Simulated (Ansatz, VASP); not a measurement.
**Sc2Re in VASP and in Ansatz**

```
Sc Re
1.0
     4.59932    0.00000    0.00000
    -2.29966    3.98313    0.00000
     0.00000    0.00000    2.92375
Sc Re
2 1
Cartesian
  0.0000 2.6554 1.4619
  2.2997 1.3277 1.4619
  0.0000 0.0000 0.0000
```

Alike in both runs: task single point; functional PBE; k mesh 6 × 6 × 6; occupations gaussian, width 0.1 eV; no spin polarisation.

```csv
,VASP,Ansatz
version,VASP 6.6.1,Ansatz 0.2.0
potentials or method,"VASP PAW PBE potentials, release 64 (Sc_sv, Re), cutoff 520 eV","scalar-relativistic, plane waves, PAW"
valence electrons in the cell,29,37
```

Ansatz gave:

```
gap on the k mesh at the Fermi level (eV)                     : none
pressure (GPa)                                                : 2.7
traceless stress, the component that is largest in VASP (GPa) : -10.68
```

Which values does VASP return?

gap on the k mesh at the Fermi level (eV): none; pressure (GPa): 2.7; traceless stress, the component that is largest in VASP (GPa): -10.63.

A gap of «none» marks a metal or a gap that the smearing closes. VASP's potentials hold 29 valence electrons a cell and Ansatz's 37, so a difference there can come from the potentials and not from the codes.

Spin-orbit coupling is off throughout.
